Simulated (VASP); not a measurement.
# GaN (F-43m) in VASP: further runs

Runs on GaN. Level: PBE. Tasks: single point.

Program: VASP 6.6.1. These are calculated values, not measurements. Logs are shortened: lines on timing, memory, paths and dates and some standing lists are left out, and cuts for length are marked.

## Step 1: The cell of the first run

It takes space group F-43m (No. 216, cubic). The conventional cell has a = 4.498 Å, b = 4.498 Å, c = 4.498 Å, α = 90.00°, β = 90.00°, γ = 90.00°. Ga (site symmetry -43m) has 4 N at 1.95 Å within 2.6 Å. N (site symmetry -43m) has 4 Ga at 1.95 Å within 2.6 Å.

## Step 2: Single point, PBE

The input, INCAR:

```
PREC     = Accurate       # precision mode
ENCUT    = 520            # plane-wave cutoff, eV
EDIFF    = 1E-6           # SCF threshold, eV
ISMEAR   = 0              # smearing method
SIGMA    = 0.01           # smearing width, eV
LREAL    = False          # projectors in reciprocal space
LASPH    = True           # aspherical terms in the spheres
NELM     = 100            # most SCF steps
ALGO     = Normal         # electronic algorithm
ISIF     = 2              # what is computed and relaxed
LWAVE    = False          # write WAVECAR
LCHARG   = False          # write CHGCAR
GGA      = PE             # functional
NBANDS   = 16             # bands
```

The input, KPOINTS:

```
regular mesh
0
Gamma
  6 6 6
```

The input, POSCAR:

```
GaN
1.0
    0.0000000000      2.2489525451      2.2489525451
    2.2489525451      0.0000000000      2.2489525451
    2.2489525451      2.2489525451      0.0000000000
Ga N
1 1
Direct
    0.0000000000      0.0000000000      0.0000000000
    0.2500000000      0.2500000000      0.2500000000
```

Potentials or basis: VASP PAW PBE potentials, release 64 (Ga_d, N).

On the command line:

```console
$ cat potpaw_PBE.64/Ga_d/POTCAR potpaw_PBE.64/N/POTCAR > POTCAR
$ mpirun -np 1 vasp_std > vasp.out
```

OUTCAR:

```text
PREC = Accurate
   ENCUT = 520
   EDIFF = 1E-6
   ISMEAR = 0
   LREAL = False
   LASPH = True
   NELM = 100
   ISIF = 2
   GGA = PE

 ion  position               nearest neighbor table
   1  0.000  0.000  0.000-   2 1.95   2 1.95   2 1.95   2 1.95
   2  0.250  0.250  0.250-   1 1.95   1 1.95   1 1.95   1 1.95

  LATTYP: Found a face centered cubic cell.
 ALAT       =     4.4979050902

  Lattice vectors:

 A1 = (   0.0000000000,   2.2489525451,   2.2489525451)
 A2 = (   2.2489525451,   0.0000000000,   2.2489525451)
 A3 = (   2.2489525451,   2.2489525451,   0.0000000000)

Analysis of symmetry for initial positions (statically):
=====================================================================
 Subroutine PRICEL returns:
 Original cell was already a primitive cell.

 Routine SETGRP: Setting up the symmetry group for a
 face centered cubic supercell.

 Subroutine GETGRP returns: Found 24 space group operations
 (whereof 24 operations were pure point group operations)
 out of a pool of 48 trial point group operations.

The static configuration has the point symmetry T_d .

Analysis of symmetry for dynamics (positions and initial velocities):
=====================================================================
 Subroutine PRICEL returns:
 Original cell was already a primitive cell.

 Routine SETGRP: Setting up the symmetry group for a
 face centered cubic supercell.

 Subroutine GETGRP returns: Found 24 space group operations
 (whereof 24 operations were pure point group operations)
 out of a pool of 48 trial point group operations.

The dynamic configuration has the point symmetry T_d .

 Subroutine INISYM returns: Found 24 space group operations
 (whereof 24 operations are pure point group operations),
 and found     1 'primitive' translations

----------------------------------------------------------------------------------------

                                     Primitive cell

  volume of cell :      22.7494

  direct lattice vectors                    reciprocal lattice vectors
     0.000000000  2.248952545  2.248952545    -0.222325723  0.222325723  0.222325723
     2.248952545  0.000000000  2.248952545     0.222325723 -0.222325723  0.222325723
     2.248952545  2.248952545  0.000000000     0.222325723  0.222325723 -0.222325723

  length of vectors
     3.180499190  3.180499190  3.180499190     0.385079448  0.385079448  0.385079448

  position of ions in fractional coordinates (direct lattice)
     0.000000000  0.000000000  0.000000000
     0.250000000  0.250000000  0.250000000

  ion indices of the primitive-cell ions
   primitive index   ion index
                 1           1
                 2           2

----------------------------------------------------------------------------------------

 KPOINTS: regular mesh

Automatic generation of k-mesh.
 Grid dimensions read from file:
 generate k-points for:    6    6    6

 Generating k-lattice:

  Cartesian coordinates                     Fractional coordinates (reciprocal lattice)
    -0.037054287  0.037054287  0.037054287     0.166666667  0.000000000  0.000000000
     0.037054287 -0.037054287  0.037054287     0.000000000  0.166666667  0.000000000
     0.037054287  0.037054287 -0.037054287     0.000000000  0.000000000  0.166666667

  Length of vectors
     0.064179908  0.064179908  0.064179908

  Shift w.r.t. Gamma in fractional coordinates (k-lattice)
     0.000000000  0.000000000  0.000000000

 Subroutine IBZKPT returns following result:
 ===========================================

 Found     16 irreducible k-points:

 Following reciprocal coordinates:
            Coordinates               Weight
  0.000000  0.000000  0.000000      1.000000
  0.166667  0.000000  0.000000      8.000000
  0.333333  0.000000  0.000000      8.000000
  0.500000  0.000000  0.000000      4.000000
  0.166667  0.166667  0.000000      6.000000
  0.333333  0.166667  0.000000     24.000000
[... 8 lines left out ...]
 -0.333333  0.333333  0.166667     24.000000
 -0.333333  0.500000  0.166667     12.000000
   k-points           NKPTS =     16   k-points in BZ     NKDIM =     16   number of bands    NBANDS=     16
   number of dos      NEDOS =    301   number of ions     NIONS =      2
   total plane-waves  NPLWV =  13824
   dimension x,y,z NGX =    24 NGY =   24 NGZ =   24
   dimension x,y,z NGXF=    48 NGYF=   48 NGZF=   48
   ions per type =               1   1
   NGX,Y,Z   is equivalent  to a cutoff of  12.54, 12.54, 12.54 a.u.
   NGXF,Y,Z  is equivalent  to a cutoff of  25.09, 25.09, 25.09 a.u.
 SYSTEM =  unknown system
   PREC   = accura    normal or accurate (medium, high low for compatibility)
   ISTART =      0    job   : 0-new  1-cont  2-samecut
   ICHARG =      2    charge: 1-file 2-atom 10-const
   ISPIN  =      1    spin polarized calculation?
   LNONCOLLINEAR =      F non collinear calculations
   LSORBIT =      F    spin-orbit coupling
   LASPH  =      T    aspherical Exc in radial PAW
   ENCUT  =  520.0 eV  38.22 Ry    6.18 a.u.   5.91  5.91  5.91*2*pi/ulx,y,z
   NELM   =    100;   NELMIN=  2; NELMDL= -5     # of ELM steps
   EDIFF  = 0.1E-05   stopping-criterion for ELM
   LREAL  =      F    real-space projection
   EDIFFG = 0.1E-04   stopping-criterion for IOM
   NSW    =      0    number of steps for IOM
   IBRION =     -1    ionic relax: 0-MD 1-quasi-New 2-CG
   NFREE  =      0    steps in history (QN), initial steepest desc. (CG)
   ISIF   =      2    stress and relaxation
   ISYM   =      2    0-nonsym 1-usesym 2-fastsym
   POTIM  = 0.5000    time-step for ionic-motion
   TEBEG  =    0.0;   TEEND  =   0.0 temperature during run
   PSTRESS=    0.0 pullay stress
   NELECT =      18.0000    total number of electrons
   NUPDOWN=      -1.0000    fix difference up-down
   EMIN   =  10.00;   EMAX   =-10.00  energy-range for DOS
   EFERMI =   0.00;   METHOD = LEGACY
   ISMEAR =     0;   SIGMA  =   0.01  broadening in eV -4-tet -1-fermi 0-gaus
   EFERMI_NEDOS =   21; number of points for ismear=-14 and -15
   IALGO  =     38    algorithm
   IMIX   =      4    mixing-type and parameters
     AMIX     =   0.40;   BMIX     =  1.00
     AMIX_MAG =   1.60;   BMIX_MAG =  1.00
  volume/ion in A,a.u.               =      11.37        76.76
  Fermi-wavevector in a.u.,A,eV,Ry     =   1.514173  2.861371 31.194330  2.292719
  Thomas-Fermi vector in A             =   2.623866
   LORBIT       =      0    0 simple, 1 ext, 2 COOP (PROOUT), +10 PAW based schemes
   GGA     = PE    functional components
   LHFCALC =     F    Hartree Fock is set to
   AEXX    =    0.0000 exact exchange contribution
   IVDW    =     0    specifies the selected vdW correction
   LEPSILON=     F    determine dielectric tensor
   LRPA    =     F    only Hartree local field effects (RPA)
 non-spin polarized calculation
 Gauss-broadening in eV      SIGMA  =   0.01
  energy-cutoff  :      520.00
  volume of cell :       22.75
 maximum number of plane-waves:       624
   NGX = 11   NGY = 11   NGZ = 11

 number of electron      18.0000009 magnetization

 Free energy of the ion-electron system (eV)
  ---------------------------------------------------
  ext. energy  EPLUGINS =         0.00000000
  ---------------------------------------------------
  free energy    TOTEN  =       -12.13378243 eV

  energy without entropy =      -12.13378243  energy(sigma->0) =      -12.13378243

 E-fermi :   5.4067     XC(G=0): -11.6982

 val. band max:        5.3522818101   @ k =   0.0000   0.0000   0.0000
 cond. band min:       7.1138500852   @ k =   0.0000   0.0000   0.0000
 fundamental gap:      1.7615682750
 Fermi energy:         5.4067038488

 k-point     1 :       0.0000    0.0000    0.0000
  band No.  band energies     occupation
      1     -10.6346      2.00000
      2      -8.0992      2.00000
      3      -8.0992      2.00000
      4      -8.0992      2.00000
      5      -7.7735      2.00000
      6      -7.7735      2.00000
[... 8 lines left out ...]
     15      24.2499      0.00000
     16      24.2499      0.00000

 k-point     2 :       0.1667    0.0000    0.0000
  band No.  band energies     occupation
      1     -10.3466      2.00000
      2      -8.0647      2.00000
      3      -8.0647      2.00000
      4      -7.9730      2.00000
      5      -7.7749      2.00000
      6      -7.7749      2.00000
[... 8 lines left out ...]
     15      22.3014      0.00000
     16      22.3014      0.00000

 k-point     3 :       0.3333    0.0000    0.0000
  band No.  band energies     occupation
      1      -9.8644      2.00000
      2      -8.0188      2.00000
      3      -8.0188      2.00000
      4      -7.7523      2.00000
      5      -7.7523      2.00000
      6      -7.3114      2.00000
[... 8 lines left out ...]
     15      23.0724      0.00000
     16      23.0724      0.00000

 k-point     4 :       0.5000    0.0000    0.0000
  band No.  band energies     occupation
      1      -9.7070      2.00000
      2      -8.0100      2.00000
      3      -8.0100      2.00000
      4      -7.7256      2.00000
      5      -7.7256      2.00000
      6      -6.5273      2.00000
[... 8 lines left out ...]
     15      25.0859      0.00000
     16      25.0859      0.00000
[... 172 lines left out ...]
 k-point    14 :       0.5000    0.3333    0.1667
  band No.  band energies     occupation
      1      -9.6385      2.00000
      2      -7.9619      2.00000
      3      -7.9407      2.00000
      4      -7.8333      2.00000
      5      -7.7362      2.00000
      6      -6.6582      2.00000
[... 8 lines left out ...]
     15      25.3062      0.00000
     16      27.8523      0.00000

 k-point    15 :      -0.3333    0.3333    0.1667
  band No.  band energies     occupation
      1      -9.5645      2.00000
      2      -7.9762      2.00000
      3      -7.9093      2.00000
      4      -7.7971      2.00000
      5      -7.7501      2.00000
      6      -6.0302      2.00000
[... 8 lines left out ...]
     15      24.2917      0.00000
     16      28.2586      0.00000

 k-point    16 :      -0.3333    0.5000    0.1667
  band No.  band energies     occupation
      1      -9.5294      2.00000
      2      -7.9672      2.00000
      3      -7.8918      2.00000
      4      -7.7820      2.00000
      5      -7.7332      2.00000
      6      -5.8836      2.00000
[... 8 lines left out ...]
     15      26.0798      0.00000
     16      28.4746      0.00000

------------------------ aborting loop because EDIFF is reached ----------------------------------------

  FORCE on cell =-STRESS in cart. coord.  units (eV):
  Direction    XX          YY          ZZ          XY          YZ          ZX
  --------------------------------------------------------------------------------------
  -------------------------------------------------------------------------------------
  Total        0.8853159      0.8853159      0.8853159      0.0000000     -0.0000000      0.0000000
  in kB       62.3502184     62.3502184     62.3502184      0.0000000     -0.0000000      0.0000000
  external PRESSURE =      62.3502184 kB  Pullay stress =       0.0000000 kB

 VOLUME and BASIS-vectors are now :
 -----------------------------------------------------------------------------
  energy-cutoff  :      520.00
  volume of cell :       22.75
      direct lattice vectors                 reciprocal lattice vectors
     0.000000000  2.248952545  2.248952545    -0.222325723  0.222325723  0.222325723
     2.248952545  0.000000000  2.248952545     0.222325723 -0.222325723  0.222325723
     2.248952545  2.248952545  0.000000000     0.222325723  0.222325723 -0.222325723

 POSITION                                       TOTAL-FORCE (eV/Angst)
 -----------------------------------------------------------------------------------
      0.00000      0.00000      0.00000         0.000000      0.000000     -0.000000
      1.12448      1.12448      1.12448        -0.000000     -0.000000      0.000000
 -----------------------------------------------------------------------------------
    total drift:                                0.000002      0.000002      0.000002

  FREE ENERGIE OF THE ION-ELECTRON SYSTEM (eV)
  ---------------------------------------------------
  free  energy   TOTEN  =       -12.1337824264 eV

  energy  without entropy=      -12.1337824264  energy(sigma->0) =      -12.13378243
```

It took 6.5 s on 1 thread of Intel Xeon Platinum 8488C (Sapphire Rapids), shared host; peak memory 0.14 GiB.

Results:

| Item | Value |
| --- | --- |
| Free energy | -12.1338 eV |
| Pressure | 6.2 GPa |
| Band gap on the k mesh | 1.76 eV, direct |

## Step 3: Single point, PBE

The input, INCAR:

```
SYSTEM = GaN
ALGO     = Normal         ! electronic algorithm
EDIFF    = 1E-7           ! SCF threshold, eV
ENCUT    = 520            ! plane-wave cutoff, eV
GGA      = PE             ! functional
ISIF     = 2              ! what is computed and relaxed
ISMEAR   = 0              ! smearing method
LASPH    = .True.         ! aspherical terms in the spheres
LCHARG   = .False.        ! write CHGCAR
LREAL    = .False.        ! projectors in reciprocal space
LWAVE    = .False.        ! write WAVECAR
NBANDS   = 16             ! bands
NELM     = 100            ! most SCF steps
PREC     = Accurate       ! precision mode
SIGMA    = 0.01           ! smearing width, eV
```

The input, KPOINTS:

```
k-points
0
Gamma
  6 6 6
  0 0 0
```

POSCAR is that of step 2.

Potentials or basis: VASP PAW PBE potentials, release 64 (Ga_d, N).

On the command line:

```console
$ cat potpaw_PBE.64/Ga_d/POTCAR potpaw_PBE.64/N/POTCAR > POTCAR
$ mpirun -np 1 vasp_std > vasp.out
```

Wall time 6.2 s (1 thread of Intel Xeon Platinum 8488C (Sapphire Rapids), shared host); peak memory 0.13 GiB.

Results (log left out):

```
Free energy            : -12.1338 eV
Pressure               : 6.2 GPa
Band gap on the k mesh : 1.76 eV, direct
```

Levels at points of the mesh, in eV from the valence-band top:
| k point | band 7 | band 8 | band 9 | band 10 | band 11 | band 12 |
| --- | --- | --- | --- | --- | --- | --- |
| (0.00, 0.00, 0.00) | 0.00 | 0.00 | 0.00 | 1.76 | 10.34 | 10.34 |
| (0.50, 0.00, 0.00) | -7.08 | -0.98 | -0.98 | 4.68 | 8.76 | 10.39 |
| (0.50, 0.50, 0.00) | -6.15 | -2.72 | -2.72 | 3.35 | 6.70 | 11.75 |
